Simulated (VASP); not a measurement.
# CdS (F-43m) in VASP: single point with PBEsol

Aim: the single point of CdS with PBEsol.

Everything below comes from runs of VASP 6.6.1. Logs are shortened: lines on timing, memory, paths and dates and some standing lists are left out, and cuts for length are marked.

**1. The cell of the first run**

It takes space group F-43m (No. 216, cubic). Conventional cell: a = 5.767 Å, b = 5.767 Å, c = 5.767 Å, α = 90.00°, β = 90.00°, γ = 90.00°. Within 3.3 Å of Cd (site symmetry -43m) lie 4 S at 2.50 Å. S (site symmetry -43m) has 4 Cd at 2.50 Å within 3.3 Å.

**2. Single point, PBEsol, non-collinear spin, zero start, spin-orbit coupling**

INCAR

```
  PREC = Accurate
  ENCUT = 500
  EDIFF = 1E-6
  ISMEAR = 0
  SIGMA = 0.01
  LREAL = False
  LASPH = True
  NELM = 200
  ALGO = Normal
  ISIF = 2
  LWAVE = False
  LCHARG = True
  MAGMOM = 0 0 0 0 0 0
  LORBIT = 11
  LSORBIT = True
  GGA_COMPAT = False
  LORBMOM = True
  GGA = PS
  LVHAR = True
  NBANDS = 30
```

KPOINTS

```
Automatic mesh
0
Gamma
  8 8 8
```

POSCAR

```
CdS
1.0
    0.0000000000      2.8833750000      2.8833750000
    2.8833750000      0.0000000000      2.8833750000
    2.8833750000      2.8833750000      0.0000000000
Cd S
1 1
Direct
    0.0000000000      0.0000000000      0.0000000000
    0.2500000000      0.2500000000      0.2500000000
```

Potentials or basis: VASP PAW PBE potentials, release 64 (Cd, S).

Command:

```
$ cat potpaw_PBE.64/Cd/POTCAR potpaw_PBE.64/S/POTCAR > POTCAR
$ mpirun -np 1 vasp_ncl > vasp.out
```

OUTCAR:

```text
PREC = Accurate
   ENCUT = 500
   EDIFF = 1E-6
   ISMEAR = 0
   LREAL = False
   LASPH = True
   NELM = 200
   ISIF = 2
   LORBIT = 11
   LSORBIT = True
   GGA = PS

 ion  position               nearest neighbor table
   1  0.000  0.000  0.000-   2 2.50   2 2.50   2 2.50   2 2.50
   2  0.250  0.250  0.250-   1 2.50   1 2.50   1 2.50   1 2.50

  LATTYP: Found a face centered cubic cell.
 ALAT       =     5.7667500000

  Lattice vectors:

 A1 = (   0.0000000000,   2.8833750000,   2.8833750000)
 A2 = (   2.8833750000,   0.0000000000,   2.8833750000)
 A3 = (   2.8833750000,   2.8833750000,   0.0000000000)

Analysis of symmetry for initial positions (statically):
=====================================================================
 Subroutine PRICEL returns:
 Original cell was already a primitive cell.

 Routine SETGRP: Setting up the symmetry group for a
 face centered cubic supercell.

 Subroutine GETGRP returns: Found 24 space group operations
 (whereof 24 operations were pure point group operations)
 out of a pool of 48 trial point group operations.

The static configuration has the point symmetry T_d .

Analysis of symmetry for dynamics (positions and initial velocities):
=====================================================================
 Subroutine PRICEL returns:
 Original cell was already a primitive cell.

 Routine SETGRP: Setting up the symmetry group for a
 face centered cubic supercell.

 Subroutine GETGRP returns: Found 24 space group operations
 (whereof 24 operations were pure point group operations)
 out of a pool of 48 trial point group operations.

The dynamic configuration has the point symmetry T_d .

Analysis of structural, dynamic, and magnetic symmetry:
=====================================================================
 Subroutine PRICEL returns:
 Original cell was already a primitive cell.

 Routine SETGRP: Setting up the symmetry group for a
 face centered cubic supercell.

 Subroutine GETGRP returns: Found 24 space group operations
 (whereof 24 operations were pure point group operations)
 out of a pool of 48 trial point group operations.

The overall configuration has the point symmetry T_d .

 Subroutine INISYM returns: Found 24 space group operations
 (whereof 24 operations are pure point group operations),
 and found     1 'primitive' translations

----------------------------------------------------------------------------------------

                                     Primitive cell

  volume of cell :      47.9439

  direct lattice vectors                    reciprocal lattice vectors
     0.000000000  2.883375000  2.883375000    -0.173407899  0.173407899  0.173407899
     2.883375000  0.000000000  2.883375000     0.173407899 -0.173407899  0.173407899
     2.883375000  2.883375000  0.000000000     0.173407899  0.173407899 -0.173407899

  length of vectors
     4.077708030  4.077708030  4.077708030     0.300351291  0.300351291  0.300351291

  position of ions in fractional coordinates (direct lattice)
     0.000000000  0.000000000  0.000000000
     0.250000000  0.250000000  0.250000000

  ion indices of the primitive-cell ions
   primitive index   ion index
                 1           1
                 2           2

----------------------------------------------------------------------------------------

 KPOINTS: Automatic mesh

Automatic generation of k-mesh.
 Grid dimensions read from file:
 generate k-points for:    8    8    8

 Generating k-lattice:

  Cartesian coordinates                     Fractional coordinates (reciprocal lattice)
    -0.021675987  0.021675987  0.021675987     0.125000000  0.000000000  0.000000000
     0.021675987 -0.021675987  0.021675987     0.000000000  0.125000000  0.000000000
     0.021675987  0.021675987 -0.021675987     0.000000000  0.000000000  0.125000000

  Length of vectors
     0.037543911  0.037543911  0.037543911

  Shift w.r.t. Gamma in fractional coordinates (k-lattice)
     0.000000000  0.000000000  0.000000000

 Subroutine IBZKPT returns following result:
 ===========================================

 Found     43 irreducible k-points:

 Following reciprocal coordinates:
            Coordinates               Weight
  0.000000  0.000000  0.000000      1.000000
  0.125000  0.000000  0.000000      4.000000
 -0.125000  0.000000  0.000000      4.000000
  0.250000  0.000000  0.000000      4.000000
 -0.250000  0.000000  0.000000      4.000000
  0.375000  0.000000  0.000000      4.000000
[... 42 lines left out ...]
   NFREE  =      0    steps in history (QN), initial steepest desc. (CG)
   ISIF   =      2    stress and relaxation
   ISYM   =      2    0-nonsym 1-usesym 2-fastsym
   POTIM  = 0.5000    time-step for ionic-motion
   TEBEG  =    0.0;   TEEND  =   0.0 temperature during run
   PSTRESS=    0.0 pullay stress
   NELECT =      18.0000    total number of electrons
   NUPDOWN=      -1.0000    fix difference up-down
   EMIN   =  10.00;   EMAX   =-10.00  energy-range for DOS
   EFERMI =   0.00;   METHOD = LEGACY
   ISMEAR =     0;   SIGMA  =   0.01  broadening in eV -4-tet -1-fermi 0-gaus
   EFERMI_NEDOS =   21; number of points for ismear=-14 and -15
   IALGO  =     38    algorithm
   IMIX   =      4    mixing-type and parameters
     AMIX     =   0.40;   BMIX     =  1.00
     AMIX_MAG =   1.60;   BMIX_MAG =  1.00
  volume/ion in A,a.u.               =      23.97       161.77
  Fermi-wavevector in a.u.,A,eV,Ry     =   1.181013  2.231790 18.977281  1.394791
  Thomas-Fermi vector in A             =   2.317294
   LORBIT       =     11    0 simple, 1 ext, 2 COOP (PROOUT), +10 PAW based schemes
   GGA     = PS    functional components
   LHFCALC =     F    Hartree Fock is set to
   AEXX    =    0.0000 exact exchange contribution
   IVDW    =     0    specifies the selected vdW correction
   LEPSILON=     F    determine dielectric tensor
   LRPA    =     F    only Hartree local field effects (RPA)
 Gauss-broadening in eV      SIGMA  =   0.01
  energy-cutoff  :      500.00
  volume of cell :       47.94
 maximum number of plane-waves:      2486
 NGX is ok and might be reduce to    30
   NGX = 15   NGY = 15   NGZ = 15

 number of electron      18.0000000 magnetization       0.0000000      0.0000000      0.0000000

 number of electron      18.0000008 magnetization      -0.0000000      0.0000000     -0.0000000

 number of electron      18.0000008 magnetization       0.0000000     -0.0000000      0.0000000

 Free energy of the ion-electron system (eV)
  ---------------------------------------------------
  ext. energy  EPLUGINS =         0.00000000
  ---------------------------------------------------
  free energy    TOTEN  =        -6.83049721 eV

  energy without entropy =       -6.83049721  energy(sigma->0) =       -6.83049721

 E-fermi :   1.6446     XC(G=0):  -9.5406

 val. band max:        1.5273181899   @ k =   0.0000   0.0000   0.0000
 cond. band min:       2.5922569849   @ k =   0.0000   0.0000   0.0000
 fundamental gap:      1.0649387950
 Fermi energy:         1.6445644418

 k-point     1 :       0.0000    0.0000    0.0000
  band No.  band energies     occupation
      1     -11.0921      1.00000
      2     -11.0921      1.00000
      3      -6.6008      1.00000
      4      -6.6008      1.00000
      5      -6.6008      1.00000
      6      -6.6008      1.00000
[... 781 lines left out ...]
     29      14.2119      0.00000
     30      14.2224      0.00000

 [... further k-points ...]

------------------------ aborting loop because EDIFF is reached ----------------------------------------

  FORCE on cell =-STRESS in cart. coord.  units (eV):
  Direction    XX          YY          ZZ          XY          YZ          ZX
  --------------------------------------------------------------------------------------
  -------------------------------------------------------------------------------------
  Total        0.7069608      0.7069608      0.7069608      0.0000000     -0.0000000     -0.0000000
  in kB       23.6250405     23.6250405     23.6250405      0.0000000     -0.0000000     -0.0000000
  external PRESSURE =      23.6250405 kB  Pullay stress =       0.0000000 kB

 VOLUME and BASIS-vectors are now :
 -----------------------------------------------------------------------------
  energy-cutoff  :      500.00
  volume of cell :       47.94
      direct lattice vectors                 reciprocal lattice vectors
     0.000000000  2.883375000  2.883375000    -0.173407899  0.173407899  0.173407899
     2.883375000  0.000000000  2.883375000     0.173407899 -0.173407899  0.173407899
     2.883375000  2.883375000  0.000000000     0.173407899  0.173407899 -0.173407899

 POSITION                                       TOTAL-FORCE (eV/Angst)
 -----------------------------------------------------------------------------------
      0.00000      0.00000      0.00000        -0.000000     -0.000000     -0.000000
      1.44169      1.44169      1.44169         0.000000      0.000000      0.000000
 -----------------------------------------------------------------------------------
    total drift:                               -0.000000     -0.000000     -0.000000

  FREE ENERGIE OF THE ION-ELECTRON SYSTEM (eV)
  ---------------------------------------------------
  free  energy   TOTEN  =        -6.8304972143 eV

  energy  without entropy=       -6.8304972143  energy(sigma->0) =       -6.83049721

 orbital moment (x)

 # of ion     p       d       tot
 ----------------------------------------
  1         0.000   0.000   0.000
  2         0.000   0.000   0.000
 ----------------------------------------
            0.000   0.000   0.000

 orbital moment (y)

 # of ion     p       d       tot
 ----------------------------------------
  1         0.000   0.000   0.000
  2         0.000   0.000   0.000
 ----------------------------------------
            0.000   0.000   0.000

 orbital moment (z)

 # of ion     p       d       tot
 ----------------------------------------
  1         0.000   0.000   0.000
  2         0.000   0.000   0.000
 ----------------------------------------
            0.000   0.000   0.000

 Spin-Orbit-Coupling matrix elements

 Ion:    1  E_soc:     -0.0584911
 l=   1
     0.0000000    -0.0026603    -0.0026603
    -0.0026603     0.0000000    -0.0026603
    -0.0026603    -0.0026603     0.0000000
 l=   2
     0.0000000    -0.0014494     0.0000000    -0.0014494    -0.0056388
    -0.0014494     0.0000000    -0.0042291    -0.0014494    -0.0014097
     0.0000000    -0.0042291     0.0000000    -0.0042291     0.0000000
    -0.0014494    -0.0014494    -0.0042291     0.0000000    -0.0014097
    -0.0056388    -0.0014097     0.0000000    -0.0014097     0.0000000
 l=   3
     0.0000000     0.0000000     0.0000000     0.0000000     0.0000000     0.0000000     0.0000000
     0.0000000     0.0000000     0.0000000     0.0000000     0.0000000     0.0000000     0.0000000
     0.0000000     0.0000000     0.0000000     0.0000000     0.0000000     0.0000000     0.0000000
     0.0000000     0.0000000     0.0000000     0.0000000     0.0000000     0.0000000     0.0000000
     0.0000000     0.0000000     0.0000000     0.0000000     0.0000000     0.0000000     0.0000000
     0.0000000     0.0000000     0.0000000     0.0000000     0.0000000     0.0000000     0.0000000
     0.0000000     0.0000000     0.0000000     0.0000000     0.0000000     0.0000000     0.0000000

 Ion:    2  E_soc:     -0.0021253
 l=   1
     0.0000000    -0.0003542    -0.0003542
    -0.0003542     0.0000000    -0.0003542
    -0.0003542    -0.0003542     0.0000000
 l=   2
     0.0000000     0.0000000     0.0000000     0.0000000     0.0000000
     0.0000000     0.0000000     0.0000000     0.0000000     0.0000000
     0.0000000     0.0000000     0.0000000     0.0000000     0.0000000
     0.0000000     0.0000000     0.0000000     0.0000000     0.0000000
     0.0000000     0.0000000     0.0000000     0.0000000     0.0000000
 l=   3
     0.0000000     0.0000000     0.0000000     0.0000000     0.0000000     0.0000000     0.0000000
     0.0000000     0.0000000     0.0000000     0.0000000     0.0000000     0.0000000     0.0000000
     0.0000000     0.0000000     0.0000000     0.0000000     0.0000000     0.0000000     0.0000000
     0.0000000     0.0000000     0.0000000     0.0000000     0.0000000     0.0000000     0.0000000
     0.0000000     0.0000000     0.0000000     0.0000000     0.0000000     0.0000000     0.0000000
     0.0000000     0.0000000     0.0000000     0.0000000     0.0000000     0.0000000     0.0000000
     0.0000000     0.0000000     0.0000000     0.0000000     0.0000000     0.0000000     0.0000000

 total charge

# of ion       s       p       d       tot
------------------------------------------
    1        0.439   0.354   9.560  10.353
    2        1.317   2.390   0.000   3.707
--------------------------------------------------
tot          1.755   2.744   9.560  14.060

 magnetization (x)

# of ion       s       p       d       tot
------------------------------------------
    1       -0.000   0.000  -0.000   0.000
    2        0.000  -0.000   0.000  -0.000
--------------------------------------------------
tot         -0.000   0.000  -0.000   0.000

 magnetization (y)

# of ion       s       p       d       tot
------------------------------------------
    1        0.000  -0.000   0.000  -0.000
    2        0.000  -0.000   0.000  -0.000
--------------------------------------------------
tot          0.000  -0.000   0.000  -0.000

 magnetization (z)

# of ion       s       p       d       tot
------------------------------------------
    1        0.000   0.000   0.000   0.000
    2        0.000  -0.000   0.000  -0.000
--------------------------------------------------
tot          0.000  -0.000   0.000  -0.000
```

Run time: 3.4 min. Hardware: 1 thread of AMD EPYC 7R13, shared host; peak memory 0.32 GiB.

What came out:

* Free energy: -6.8305 eV
* Pressure: 2.4 GPa
* Net moment: 0.00 μB per cell
* Valence electrons inside the program's atomic spheres: Cd 10.35; S 3.71

Moments on the atoms (μB; x, y, z):
```
Cd  0.00 0.00 0.00
S   0.00 0.00 0.00
```

Caveat: the PAW data sets were made with another functional, which shifts forces and pressure a little.
